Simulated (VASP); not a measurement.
# Ho2BN3 (P6/mmm) in VASP: a series of runs

Ho2BN3 is run at these levels: PBE; tasks: single point, relaxation of cell and atoms.

Program: VASP 6.6.1. These are calculated values, not measurements. Logs are shortened: lines on timing, memory, paths and dates and some standing lists are left out, and cuts for length are marked.

**1. The cell of the first run**

Symmetry: P6/mmm, No. 191, hexagonal system. The conventional cell has a = 5.367 Å, b = 5.367 Å, c = 4.239 Å, α = 90.00°, β = 90.00°, γ = 120.00°. Within 2.1 Å of Ho (site symmetry -6m2) lie 3 N at 1.55 Å. B (site symmetry 6/mmm) has 6 N at 2.68 Å and 6 Ho at 3.10 Å within 3.5 Å. N (site symmetry mmm) has 2 Ho at 1.55 Å within 2.1 Å.

The cell was generated, and may not be a known phase.

**2. Single point, PBE**

The input, INCAR:

```
PREC = Accurate ; ENCUT = 600
EDIFF = 1E-6 ; ISMEAR = 0
SIGMA = 0.1 ; LREAL = F
LASPH = T ; NELM = 200
ALGO = Normal ; ISIF = 2
LWAVE = F ; LCHARG = F
GGA = PE ; NBANDS = 27
GGA_COMPAT = F ; LMAXMIX = 6
```

The input, KPOINTS:

```
regular mesh
0
Gamma
  6 6 4
```

The input, POSCAR:

```
Ho2BN3
1.0
    5.3671909600      0.0000000000      0.0000000000
   -2.6835954800      4.6481237200      0.0000000000
    0.0000000000      0.0000000000      4.2388377800
Ho B N
2 1 3
Direct
    0.3333333300      0.6666666700      0.0000000000
    0.6666666700      0.3333333300      0.0000000000
    0.0000000000      0.0000000000      0.0000000000
    0.5000000000      0.0000000000      0.0000000000
    0.0000000000      0.5000000000      0.0000000000
    0.5000000000      0.5000000000      0.0000000000
```

Potentials or basis: VASP PAW PBE potentials, release 64 (Ho_3, B, N), 4f in core.

Started as:

```sh
cat potpaw_PBE.64/Ho_3/POTCAR potpaw_PBE.64/B/POTCAR potpaw_PBE.64/N/POTCAR > POTCAR
mpirun -np 1 vasp_std > vasp.out
```

OUTCAR:

```text
PREC = Accurate
   ENCUT = 600
   EDIFF = 1E-6
   ISMEAR = 0
   LREAL = F
   LASPH = T
   NELM = 200
   ISIF = 2
   GGA = PE

 ion  position               nearest neighbor table
   1  0.333  0.667  0.000-   5 1.55   4 1.55   6 1.55   2 3.10   2 3.10   2 3.10
   2  0.667  0.333  0.000-   5 1.55   4 1.55   6 1.55   1 3.10   1 3.10   1 3.10
   3  0.000  0.000  0.000-
   4  0.500  0.000  0.000-   1 1.55   2 1.55
   5  0.000  0.500  0.000-   1 1.55   2 1.55
   6  0.500  0.500  0.000-   1 1.55   2 1.55

  LATTYP: Found a hexagonal cell.
 ALAT       =     5.3671909600
 C/A-ratio  =     0.7897683931

  Lattice vectors:

 A1 = (   5.3671909600,   0.0000000000,   0.0000000000)
 A2 = (  -2.6835954800,   4.6481237200,   0.0000000000)
 A3 = (   0.0000000000,   0.0000000000,   4.2388377800)

Analysis of symmetry for initial positions (statically):
=====================================================================
 Subroutine PRICEL returns:
 Original cell was already a primitive cell.

 Routine SETGRP: Setting up the symmetry group for a
 hexagonal supercell.

 Subroutine GETGRP returns: Found 24 space group operations
 (whereof 24 operations were pure point group operations)
 out of a pool of 24 trial point group operations.

The static configuration has the point symmetry D_6h.

Analysis of symmetry for dynamics (positions and initial velocities):
=====================================================================
 Subroutine PRICEL returns:
 Original cell was already a primitive cell.

 Routine SETGRP: Setting up the symmetry group for a
 hexagonal supercell.

 Subroutine GETGRP returns: Found 24 space group operations
 (whereof 24 operations were pure point group operations)
 out of a pool of 24 trial point group operations.

The dynamic configuration has the point symmetry D_6h.

 Subroutine INISYM returns: Found 24 space group operations
 (whereof 24 operations are pure point group operations),
 and found     1 'primitive' translations

----------------------------------------------------------------------------------------

                                     Primitive cell

  volume of cell :     105.7478

  direct lattice vectors                    reciprocal lattice vectors
     5.367190960  0.000000000  0.000000000     0.186317202  0.107570286  0.000000000
    -2.683595480  4.648123720  0.000000000     0.000000000  0.215140573  0.000000000
     0.000000000  0.000000000  4.238837780     0.000000000  0.000000000  0.235913723

  length of vectors
     5.367190960  5.367190961  4.238837780     0.215140573  0.215140573  0.235913723

  position of ions in fractional coordinates (direct lattice)
     0.333333330  0.666666670  0.000000000
     0.666666670  0.333333330  0.000000000
     0.000000000  0.000000000  0.000000000
     0.500000000  0.000000000  0.000000000
     0.000000000  0.500000000  0.000000000
     0.500000000  0.500000000  0.000000000

  ion indices of the primitive-cell ions
   primitive index   ion index
                 1           1
                 2           2
                 3           3
                 4           4
                 5           5
                 6           6

----------------------------------------------------------------------------------------

 KPOINTS: regular mesh

Automatic generation of k-mesh.
 Grid dimensions read from file:
 generate k-points for:    6    6    4

 Generating k-lattice:

  Cartesian coordinates                     Fractional coordinates (reciprocal lattice)
     0.031052867  0.017928381  0.000000000     0.166666667  0.000000000  0.000000000
     0.000000000  0.035856762  0.000000000     0.000000000  0.166666667  0.000000000
     0.000000000  0.000000000  0.058978431     0.000000000  0.000000000  0.250000000

  Length of vectors
     0.035856762  0.035856762  0.058978431

  Shift w.r.t. Gamma in fractional coordinates (k-lattice)
     0.000000000  0.000000000  0.000000000

 Subroutine IBZKPT returns following result:
 ===========================================

 Found     21 irreducible k-points:

 Following reciprocal coordinates:
            Coordinates               Weight
  0.000000  0.000000  0.000000      1.000000
  0.166667 -0.000000  0.000000      6.000000
  0.333333 -0.000000  0.000000      6.000000
  0.500000  0.000000  0.000000      3.000000
  0.166667  0.166667  0.000000      6.000000
  0.333333  0.166667  0.000000     12.000000
[... 13 lines left out ...]
  0.333333  0.166667  0.500000     12.000000
  0.333333  0.333333  0.500000      2.000000
   k-points           NKPTS =     21   k-points in BZ     NKDIM =     21   number of bands    NBANDS=     27
   number of dos      NEDOS =    301   number of ions     NIONS =      6
   total plane-waves  NPLWV =  82944
   dimension x,y,z NGX =    48 NGY =   48 NGZ =   36
   dimension x,y,z NGXF=    96 NGYF=   96 NGZF=   72
   ions per type =               2   1   3
   NGX,Y,Z   is equivalent  to a cutoff of  14.87, 14.87, 14.12 a.u.
   NGXF,Y,Z  is equivalent  to a cutoff of  29.74, 29.74, 28.24 a.u.
 SYSTEM =  unknown system
   PREC   = accura    normal or accurate (medium, high low for compatibility)
   ISTART =      0    job   : 0-new  1-cont  2-samecut
   ICHARG =      2    charge: 1-file 2-atom 10-const
   ISPIN  =      1    spin polarized calculation?
   LNONCOLLINEAR =      F non collinear calculations
   LSORBIT =      F    spin-orbit coupling
   LASPH  =      T    aspherical Exc in radial PAW
   ENCUT  =  600.0 eV  44.10 Ry    6.64 a.u.  10.72 10.72  8.47*2*pi/ulx,y,z
   NELM   =    200;   NELMIN=  2; NELMDL= -5     # of ELM steps
   EDIFF  = 0.1E-05   stopping-criterion for ELM
   LREAL  =      F    real-space projection
   EDIFFG = 0.1E-04   stopping-criterion for IOM
   NSW    =      0    number of steps for IOM
   IBRION =     -1    ionic relax: 0-MD 1-quasi-New 2-CG
   NFREE  =      0    steps in history (QN), initial steepest desc. (CG)
   ISIF   =      2    stress and relaxation
   ISYM   =      2    0-nonsym 1-usesym 2-fastsym
   POTIM  = 0.5000    time-step for ionic-motion
   TEBEG  =    0.0;   TEEND  =   0.0 temperature during run
   PSTRESS=    0.0 pullay stress
   NELECT =      36.0000    total number of electrons
   NUPDOWN=      -1.0000    fix difference up-down
   EMIN   =  10.00;   EMAX   =-10.00  energy-range for DOS
   EFERMI =   0.00;   METHOD = LEGACY
   ISMEAR =     0;   SIGMA  =   0.10  broadening in eV -4-tet -1-fermi 0-gaus
   EFERMI_NEDOS =   21; number of points for ismear=-14 and -15
   IALGO  =     38    algorithm
   IMIX   =      4    mixing-type and parameters
     AMIX     =   0.40;   BMIX     =  1.00
     AMIX_MAG =   1.60;   BMIX_MAG =  1.00
  volume/ion in A,a.u.               =      17.62       118.94
  Fermi-wavevector in a.u.,A,eV,Ry     =   1.143102  2.160150 17.778505  1.306683
  Thomas-Fermi vector in A             =   2.279799
   LORBIT       =      0    0 simple, 1 ext, 2 COOP (PROOUT), +10 PAW based schemes
   GGA     = PE    functional components
   LHFCALC =     F    Hartree Fock is set to
   AEXX    =    0.0000 exact exchange contribution
   IVDW    =     0    specifies the selected vdW correction
   LEPSILON=     F    determine dielectric tensor
   LRPA    =     F    only Hartree local field effects (RPA)
 non-spin polarized calculation
 Gauss-broadening in eV      SIGMA  =   0.10
  energy-cutoff  :      600.00
  volume of cell :      105.75
 maximum number of plane-waves:      3581
 NGX is ok and might be reduce to    48
   NGX = 21   NGY = 21   NGZ = 17

 number of electron      36.0000000 magnetization

 Free energy of the ion-electron system (eV)
  ---------------------------------------------------
  ext. energy  EPLUGINS =         0.00000000
  ---------------------------------------------------
  free energy    TOTEN  =         3.33359681 eV

  energy without entropy =        3.35883023  energy(sigma->0) =        3.34621352

 E-fermi :   2.4223     XC(G=0):  -8.9442

 val. band max:        2.4211364101   @ k =   0.1667   0.1667   0.2500
 cond. band min:       2.4612102491   @ k =   0.3333   0.3333   0.2500
 fundamental gap:      0.0400738390
 Fermi energy:         2.4222571458

 k-point     1 :       0.0000    0.0000    0.0000
  band No.  band energies     occupation
      1     -25.9149      2.00000
      2     -25.9149      2.00000
      3     -23.6894      2.00000
      4     -23.6894      2.00000
      5     -20.3024      2.00000
      6     -19.6518      2.00000
[... 19 lines left out ...]
     26       7.6361      0.00000
     27       7.6563      0.00000

 k-point     2 :       0.1667   -0.0000    0.0000
  band No.  band energies     occupation
      1     -25.9298      2.00000
      2     -25.8128      2.00000
      3     -23.8446      2.00000
      4     -23.6637      2.00000
      5     -20.2670      2.00000
      6     -19.6937      2.00000
[... 19 lines left out ...]
     26       6.9551      0.00000
     27       8.1140      0.00000

 k-point     3 :       0.3333   -0.0000    0.0000
  band No.  band energies     occupation
      1     -25.9588      2.00000
      2     -25.5470      2.00000
      3     -24.2125      2.00000
      4     -23.6129      2.00000
      5     -20.1742      2.00000
      6     -19.7995      2.00000
[... 19 lines left out ...]
     26       8.3372      0.00000
     27       8.4014      0.00000

 k-point     4 :       0.5000    0.0000    0.0000
  band No.  band energies     occupation
      1     -25.9729      2.00000
      2     -25.3417      2.00000
      3     -24.4672      2.00000
      4     -23.5879      2.00000
      5     -20.0981      2.00000
      6     -19.8820      2.00000
[... 19 lines left out ...]
     26       8.0592      0.00000
     27       8.3397      0.00000
[... 426 lines left out ...]
      4     -23.6158      2.00000
      5     -20.2629      2.00000
      6     -19.8200      2.00000
[... 19 lines left out ...]
     26       7.3285      0.00000
     27       7.8398      0.00000

 k-point    20 :       0.3333    0.1667    0.5000
  band No.  band energies     occupation
      1     -25.9807      2.00000
      2     -25.3001      2.00000
      3     -24.5078      2.00000
      4     -23.5672      2.00000
      5     -20.1570      2.00000
      6     -19.9358      2.00000
[... 19 lines left out ...]
     26       7.1377      0.00000
     27       8.0042      0.00000

 k-point    21 :       0.3333    0.3333    0.5000
  band No.  band energies     occupation
      1     -25.9989      2.00000
      2     -24.9189      2.00000
      3     -24.9189      2.00000
      4     -23.5369      2.00000
      5     -20.0481      2.00000
      6     -20.0481      2.00000
[... 19 lines left out ...]
     26       7.5642      0.00000
     27       7.5642      0.00000

------------------------ aborting loop because EDIFF is reached ----------------------------------------

  FORCE on cell =-STRESS in cart. coord.  units (eV):
  Direction    XX          YY          ZZ          XY          YZ          ZX
  --------------------------------------------------------------------------------------
  -------------------------------------------------------------------------------------
  Total      151.5154760    151.5154761     -1.6373385      0.0000000     -0.0000000      0.0000000
  in kB     2295.5991420   2295.5991437    -24.8071875      0.0000000     -0.0000000      0.0000000
  external PRESSURE =    1522.1303661 kB  Pullay stress =       0.0000000 kB

 VOLUME and BASIS-vectors are now :
 -----------------------------------------------------------------------------
  energy-cutoff  :      600.00
  volume of cell :      105.75
      direct lattice vectors                 reciprocal lattice vectors
     5.367190960  0.000000000  0.000000000     0.186317202  0.107570286  0.000000000
    -2.683595480  4.648123720  0.000000000     0.000000000  0.215140573  0.000000000
     0.000000000  0.000000000  4.238837780     0.000000000  0.000000000  0.235913723

 POSITION                                       TOTAL-FORCE (eV/Angst)
 -----------------------------------------------------------------------------------
     -0.00000      3.09875      0.00000         0.000000     -0.000000      0.000000
      2.68360      1.54937      0.00000        -0.000000      0.000000     -0.000000
      0.00000      0.00000      0.00000        -0.000000      0.000000     -0.000000
      2.68360      0.00000      0.00000        -0.000000      0.000000     -0.000000
     -1.34180      2.32406      0.00000        -0.000000      0.000000     -0.000000
      1.34180      2.32406      0.00000        -0.000000      0.000000     -0.000000
 -----------------------------------------------------------------------------------
    total drift:                               -0.000000      0.000000      0.000000

  FREE ENERGIE OF THE ION-ELECTRON SYSTEM (eV)
  ---------------------------------------------------
  free  energy   TOTEN  =         3.3335968066 eV

  energy  without entropy=        3.3588302251  energy(sigma->0) =        3.34621352
```

It took 83 s on 1 thread of Intel Xeon Platinum 8259CL at 2.50GHz (Skylake/Cascade Lake), shared host; peak memory 0.31 GiB.

What came out:

```
Free energy            : 3.3336 eV
Pressure               : 152.2 GPa
Band gap on the k mesh : zero (bands 18 and 19 overlap by 0.72 eV)
```

Stress tensor (GPa, compression positive):
```
229.56   0.00   0.00
  0.00 229.56   0.00
  0.00   0.00  -2.48
```

Levels at points of the mesh, in eV from the Fermi level:
```tsv
k point	band 14	band 15	band 16	band 17	band 18	band 19	band 20	band 21	band 22	band 23
(0.00, 0.00, 0.00)	-5.68	-4.03	-3.22	-2.78	-1.01	1.31	1.38	1.38	2.85	3.94
(0.50, 0.00, 0.00)	-4.36	-4.19	-3.96	-1.71	-1.01	0.26	0.97	1.42	1.78	1.79
(0.00, 0.00, 0.50)	-5.33	-4.02	-3.48	-3.16	0.05	1.56	1.56	2.73	2.73	3.62
(0.50, 0.00, 0.50)	-4.69	-4.09	-3.75	-1.67	-0.49	0.50	1.46	1.79	1.97	3.27
```

Caveat: the k points lie up to 0.37 Å⁻¹ apart, too coarse for converged energies and pressures of a metal; spin-orbit coupling is left out, which moves the levels of the heavy elements; the 4f electrons are frozen in the core, so they carry no moment and show no levels; the run has no spin polarisation, though such a crystal can be magnetic.

(Continued in part 2 of 3.)

The gap in the log of VASP goes by the Fermi energy; the results here count the filled bands.